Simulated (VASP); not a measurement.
# Hf2NO (P-4m2) in VASP: single point with PBE

Aim: the single point of Hf2NO with PBE.

Program: VASP 6.6.1. These are calculated values, not measurements. Logs are shortened: lines on timing, memory, paths and dates and some standing lists are left out, and cuts for length are marked.

## 1. The cell of the first run

The structure is tetragonal, space group P-4m2 (No. 115). The conventional cell has a = 3.486 Å, b = 3.486 Å, c = 4.952 Å, α = 90.00°, β = 90.00°, γ = 90.00°. Within 2.8 Å of Hf (site symmetry 2mm) lie 2 N at 2.10 Å and 2 O at 2.17 Å. Within 2.8 Å of N (site symmetry -4m2) lie 4 Hf at 2.10 Å. Within 2.9 Å of O (site symmetry -4m2) lie 4 Hf at 2.17 Å.

## 2. Single point, PBE

The input, POSCAR:

```
Hf2NO
1.0
    3.4864156679      0.0000000000      0.0000000000
    0.0000000000      3.4864156679      0.0000000000
    0.0000000000      0.0000000000      4.9516333224
Hf N O
2 1 1
Direct
    0.5000000000      0.0000000000      0.7381408795
    0.0000000000      0.5000000000      0.2618591205
    0.0000000000      0.0000000000      0.5000000000
    0.5000000000      0.5000000000      0.0000000000
```

The input, INCAR.step1:

```
PREC = Accurate ; ENCUT = 520
EDIFF = 1E-6 ; ISMEAR = 0
SIGMA = 0.1 ; LREAL = False
LASPH = True ; NELM = 100
ALGO = Normal ; ISIF = 2
LWAVE = False ; LCHARG = True
LMAXMIX = 4 ; GGA = PE
NBANDS = 24
```

The input, KPOINTS.step1:

```
regular mesh
0
Gamma
  14 14 10
```

The input, INCAR.step2:

```
PREC = Accurate ; ENCUT = 520
EDIFF = 1E-6 ; ISMEAR = -5
SIGMA = 0.1 ; LREAL = False
LASPH = True ; NELM = 100
ALGO = Normal ; ISIF = 2
LWAVE = False ; LCHARG = False
LMAXMIX = 4 ; GGA = PE
LORBIT = 11 ; NEDOS = 2001
ICHARG = 11
```

The input, KPOINTS.step2:

```
regular mesh
0
Gamma
  21 21 15
```

Potentials or basis: VASP PAW PBE potentials, release 64 (Hf_pv, N, O).

Started as:

```
$ cat potpaw_PBE.64/Hf_pv/POTCAR potpaw_PBE.64/N/POTCAR potpaw_PBE.64/O/POTCAR > POTCAR
$ cp INCAR.step1 INCAR
$ cp KPOINTS.step1 KPOINTS
$ mpirun -np 1 vasp_std > vasp.out
$ cp INCAR.step2 INCAR
$ cp KPOINTS.step2 KPOINTS
$ mpirun -np 1 vasp_std > vasp.out
```

OUTCAR:

```text
PREC = Accurate
   ENCUT = 520
   EDIFF = 1E-6
   ISMEAR = -5
   LREAL = False
   LASPH = True
   NELM = 100
   ISIF = 2
   GGA = PE
   LORBIT = 11
   ICHARG = 11

 ion  position               nearest neighbor table
   1  0.500  0.000  0.738-   3 2.10   3 2.10   4 2.17   4 2.17   2 3.41   2 3.41   2 3.41   2 3.41
                             2 3.58   2 3.58   2 3.58   2 3.58
   2  0.000  0.500  0.262-   3 2.10   3 2.10   4 2.17   4 2.17   1 3.41   1 3.41   1 3.41   1 3.41
                             1 3.58   1 3.58   1 3.58   1 3.58
   3  0.000  0.000  0.500-   1 2.10   2 2.10   2 2.10   1 2.10
   4  0.500  0.500  0.000-   1 2.17   2 2.17   1 2.17   2 2.17

  LATTYP: Found a simple tetragonal cell.
 ALAT       =     3.4864156679
 C/A-ratio  =     1.4202647630

  Lattice vectors:

 A1 = (   3.4864156679,   0.0000000000,   0.0000000000)
 A2 = (   0.0000000000,   3.4864156679,   0.0000000000)
 A3 = (   0.0000000000,   0.0000000000,   4.9516333224)

Analysis of symmetry for initial positions (statically):
=====================================================================
 Subroutine PRICEL returns:
 Original cell was already a primitive cell.

 Routine SETGRP: Setting up the symmetry group for a
 simple tetragonal supercell.

 Subroutine GETGRP returns: Found  8 space group operations
 (whereof  8 operations were pure point group operations)
 out of a pool of 16 trial point group operations.

The static configuration has the point symmetry D_2d.

Analysis of symmetry for dynamics (positions and initial velocities):
=====================================================================
 Subroutine PRICEL returns:
 Original cell was already a primitive cell.

 Routine SETGRP: Setting up the symmetry group for a
 simple tetragonal supercell.

 Subroutine GETGRP returns: Found  8 space group operations
 (whereof  8 operations were pure point group operations)
 out of a pool of 16 trial point group operations.

The dynamic configuration has the point symmetry D_2d.

 Subroutine INISYM returns: Found  8 space group operations
 (whereof  8 operations are pure point group operations),
 and found     1 'primitive' translations

----------------------------------------------------------------------------------------

                                     Primitive cell

  volume of cell :      60.1876

  direct lattice vectors                    reciprocal lattice vectors
     3.486415668  0.000000000  0.000000000     0.286827532  0.000000000  0.000000000
     0.000000000  3.486415668  0.000000000     0.000000000  0.286827532  0.000000000
     0.000000000  0.000000000  4.951633322     0.000000000  0.000000000  0.201953565

  length of vectors
     3.486415668  3.486415668  4.951633322     0.286827532  0.286827532  0.201953565

  position of ions in fractional coordinates (direct lattice)
     0.500000000  0.000000000  0.738140880
     0.000000000  0.500000000  0.261859120
     0.000000000  0.000000000  0.500000000
     0.500000000  0.500000000  0.000000000

  ion indices of the primitive-cell ions
   primitive index   ion index
                 1           1
                 2           2
                 3           3
                 4           4

----------------------------------------------------------------------------------------

 KPOINTS: regular mesh

Automatic generation of k-mesh.
 Grid dimensions read from file:
 generate k-points for:   21   21   15

 Generating k-lattice:

  Cartesian coordinates                     Fractional coordinates (reciprocal lattice)
     0.013658454  0.000000000  0.000000000     0.047619048  0.000000000  0.000000000
     0.000000000  0.013658454  0.000000000     0.000000000  0.047619048  0.000000000
     0.000000000  0.000000000  0.013463571     0.000000000  0.000000000  0.066666667

  Length of vectors
     0.013658454  0.013658454  0.013463571

  Shift w.r.t. Gamma in fractional coordinates (k-lattice)
     0.000000000  0.000000000  0.000000000

 TETIRR: Found   9886 inequivalent tetrahedra from    39690

 Subroutine IBZKPT returns following result:
 ===========================================

 Found    528 irreducible k-points:

 Following reciprocal coordinates:
            Coordinates               Weight
  0.000000  0.000000  0.000000      1.000000
  0.047619  0.000000  0.000000      4.000000
  0.095238  0.000000  0.000000      4.000000
  0.142857  0.000000  0.000000      4.000000
  0.190476  0.000000  0.000000      4.000000
  0.238095  0.000000  0.000000      4.000000
[... 16 lines left out ...]
  0.142857  0.095238  0.000000      8.000000
  0.190476  0.095238  0.000000      8.000000
 [... further k-points ...]
   k-points           NKPTS =    528   k-points in BZ     NKDIM =    528   number of bands    NBANDS=     19
   number of dos      NEDOS =   2001   number of ions     NIONS =      4
   total plane-waves  NPLWV =  31360
   dimension x,y,z NGX =    28 NGY =   28 NGZ =   40
   dimension x,y,z NGXF=    56 NGYF=   56 NGZF=   80
   ions per type =               2   1   1
   NGX,Y,Z   is equivalent  to a cutoff of  13.35, 13.35, 13.43 a.u.
   NGXF,Y,Z  is equivalent  to a cutoff of  26.70, 26.70, 26.86 a.u.
 SYSTEM =  unknown system
   PREC   = accura    normal or accurate (medium, high low for compatibility)
   ISTART =      0    job   : 0-new  1-cont  2-samecut
   ICHARG =     11    charge: 1-file 2-atom 10-const
   ISPIN  =      1    spin polarized calculation?
   LNONCOLLINEAR =      F non collinear calculations
   LSORBIT =      F    spin-orbit coupling
   LASPH  =      T    aspherical Exc in radial PAW
   ENCUT  =  520.0 eV  38.22 Ry    6.18 a.u.   6.48  6.48  9.21*2*pi/ulx,y,z
   NELM   =    100;   NELMIN=  2; NELMDL=  0     # of ELM steps
   EDIFF  = 0.1E-05   stopping-criterion for ELM
   LREAL  =      F    real-space projection
   EDIFFG = 0.1E-04   stopping-criterion for IOM
   NSW    =      0    number of steps for IOM
   IBRION =     -1    ionic relax: 0-MD 1-quasi-New 2-CG
   NFREE  =      0    steps in history (QN), initial steepest desc. (CG)
   ISIF   =      2    stress and relaxation
   ISYM   =      2    0-nonsym 1-usesym 2-fastsym
   POTIM  = 0.5000    time-step for ionic-motion
   TEBEG  =    0.0;   TEEND  =   0.0 temperature during run
   PSTRESS=    0.0 pullay stress
   NELECT =      31.0000    total number of electrons
   NUPDOWN=      -1.0000    fix difference up-down
   EMIN   =  10.00;   EMAX   =-10.00  energy-range for DOS
   EFERMI =   0.00;   METHOD = LEGACY
   ISMEAR =    -5;   SIGMA  =   0.10  broadening in eV -4-tet -1-fermi 0-gaus
   EFERMI_NEDOS =   21; number of points for ismear=-14 and -15
   IALGO  =     38    algorithm
   IMIX   =      4    mixing-type and parameters
     AMIX     =   0.40;   BMIX     =  1.00
     AMIX_MAG =   1.60;   BMIX_MAG =  1.00
  volume/ion in A,a.u.               =      15.05       101.54
  Fermi-wavevector in a.u.,A,eV,Ry     =   1.312280  2.479849 23.430299  1.722078
  Thomas-Fermi vector in A             =   2.442683
   LORBIT       =     11    0 simple, 1 ext, 2 COOP (PROOUT), +10 PAW based schemes
   GGA     = PE    functional components
   LHFCALC =     F    Hartree Fock is set to
   AEXX    =    0.0000 exact exchange contribution
   IVDW    =     0    specifies the selected vdW correction
   LEPSILON=     F    determine dielectric tensor
   LRPA    =     F    only Hartree local field effects (RPA)
 non-spin polarized calculation
 Fermi weights with tetrahedron method with Bloechl corrections
  energy-cutoff  :      520.00
  volume of cell :       60.19
 maximum number of plane-waves:      1659
 NGX is ok and might be reduce to    28

 number of electron      30.9999993 magnetization

 Free energy of the ion-electron system (eV)
  ---------------------------------------------------
  ext. energy  EPLUGINS =         0.00000000
  ---------------------------------------------------
  free energy    TOTEN  =       -40.43712511 eV

  energy without entropy =      -40.43712511  energy(sigma->0) =      -40.43712511

 E-fermi :   5.8846     XC(G=0): -11.1354

 val. band max:        5.9081411248   @ k =   0.1905   0.1905   0.4667
 cond. band min:       5.8863857355   @ k =   0.1429   0.0952   0.4667
 fundamental gap:     -0.0217553893
 Fermi energy:         5.8846424151

 k-point     1 :       0.0000    0.0000    0.0000
  band No.  band energies     occupation
      1     -26.1508      2.00000
      2     -25.8204      2.00000
      3     -25.8204      2.00000
      4     -25.6807      2.00000
      5     -25.6671      2.00000
      6     -25.6671      2.00000
[... 11 lines left out ...]
     18       7.7972      0.00000
     19       7.8112      0.00000

 k-point     2 :       0.0476    0.0000    0.0000
  band No.  band energies     occupation
      1     -26.1481      2.00000
      2     -25.8249      2.00000
      3     -25.8193      2.00000
      4     -25.6822      2.00000
      5     -25.6739      2.00000
      6     -25.6675      2.00000
[... 11 lines left out ...]
     18       7.7464      0.00000
     19       7.8047      0.00000

 k-point     3 :       0.0952    0.0000    0.0000
  band No.  band energies     occupation
      1     -26.1401      2.00000
      2     -25.8375      2.00000
      3     -25.8158      2.00000
      4     -25.6943      2.00000
      5     -25.6861      2.00000
      6     -25.6690      2.00000
[... 11 lines left out ...]
     18       7.6097      0.00000
     19       7.7890      0.00000

 k-point     4 :       0.1429    0.0000    0.0000
  band No.  band energies     occupation
      1     -26.1275      2.00000
      2     -25.8566      2.00000
      3     -25.8103      2.00000
      4     -25.7255      2.00000
      5     -25.6938      2.00000
      6     -25.6715      2.00000
[... 11 lines left out ...]
     18       7.4228      0.00000
     19       7.7735      0.00000

 k-point     5 :       0.1905    0.0000    0.0000
  band No.  band energies     occupation
      1     -26.1111      2.00000
      2     -25.8794      2.00000
      3     -25.8029      2.00000
      4     -25.7654      2.00000
      5     -25.7046      2.00000
      6     -25.6750      2.00000
[... 11 lines left out ...]
     18       7.2227      0.00000
     19       7.7722      0.00000
[... 334 lines left out ...]
      2     -26.0173      2.00000
      3     -25.8799      2.00000
      4     -25.8210      2.00000
      5     -25.7474      2.00000
      6     -25.7163      2.00000
[... 11 lines left out ...]
     18       7.0730      0.00000
     19       7.5987      0.00000

 k-point    22 :       0.0952    0.0952    0.0000
  band No.  band energies     occupation
      1     -26.1300      2.00000
      2     -25.8432      2.00000
      3     -25.8229      2.00000
      4     -25.7110      2.00000
      5     -25.6922      2.00000
      6     -25.6797      2.00000
[... 11 lines left out ...]
     18       7.2792      0.00000
     19       7.9214      0.00000

 k-point    23 :       0.1429    0.0952    0.0000
  band No.  band energies     occupation
      1     -26.1181      2.00000
      2     -25.8592      2.00000
      3     -25.8208      2.00000
      4     -25.7389      2.00000
      5     -25.6991      2.00000
      6     -25.6849      2.00000
[... 11 lines left out ...]
     18       7.0458      0.00000
     19       7.9662      0.00000

 k-point    24 :       0.1905    0.0952    0.0000
  band No.  band energies     occupation
      1     -26.1028      2.00000
      2     -25.8810      2.00000
      3     -25.8147      2.00000
      4     -25.7768      2.00000
      5     -25.7088      2.00000
      6     -25.6894      2.00000
[... 11 lines left out ...]
     18       6.8804      0.00000
     19       7.9942      0.00000

 [... further k-points ...]

------------------------ aborting loop because EDIFF is reached ----------------------------------------

  FORCE on cell =-STRESS in cart. coord.  units (eV):
  Direction    XX          YY          ZZ          XY          YZ          ZX
  --------------------------------------------------------------------------------------
  -------------------------------------------------------------------------------------
  Total       -0.5641982     -0.5641982     -0.5792637      0.0000000     -0.0000000      0.0000000
  in kB      -15.0188085    -15.0188085    -15.4198491      0.0000000     -0.0000000      0.0000000
  external PRESSURE =     -15.1524887 kB  Pullay stress =       0.0000000 kB

 VOLUME and BASIS-vectors are now :
 -----------------------------------------------------------------------------
  energy-cutoff  :      520.00
  volume of cell :       60.19
      direct lattice vectors                 reciprocal lattice vectors
     3.486415668  0.000000000  0.000000000     0.286827532  0.000000000  0.000000000
     0.000000000  3.486415668  0.000000000     0.000000000  0.286827532  0.000000000
     0.000000000  0.000000000  4.951633322     0.000000000  0.000000000  0.201953565

 POSITION                                       TOTAL-FORCE (eV/Angst)
 -----------------------------------------------------------------------------------
      1.74321      0.00000      3.65500         0.000000      0.000000      0.011039
      0.00000      1.74321      1.29663         0.000000     -0.000000     -0.011039
      0.00000      0.00000      2.47582         0.000000     -0.000000      0.000000
      1.74321      1.74321      0.00000        -0.000000      0.000000      0.000000
 -----------------------------------------------------------------------------------
    total drift:                                0.000000      0.000000     -0.000000

  FREE ENERGIE OF THE ION-ELECTRON SYSTEM (eV)
  ---------------------------------------------------
  free  energy   TOTEN  =       -40.4371251072 eV

  energy  without entropy=      -40.4371251072  energy(sigma->0) =      -40.43712511

 total charge

# of ion       s       p       d       tot
------------------------------------------
    1        0.303   6.521   1.592   8.416
    2        0.303   6.521   1.592   8.416
    3        1.268   2.504   0.000   3.772
    4        1.566   3.484   0.000   5.050
--------------------------------------------------
tot          3.440  19.030   3.185  25.655
```

Wall time 4.9 min (1 thread of Intel Xeon 6975P-C (Granite Rapids), shared host); peak memory 0.68 GiB.

Results:

```
Valence electrons inside the program's atomic spheres : Hf 8.42; N 3.77; O 5.05
```

Caveat: spin-orbit coupling is left out, which moves the levels of the heavy elements; an odd number of electrons without spin polarisation forces a metal; a magnetic or distorted state may lie lower.
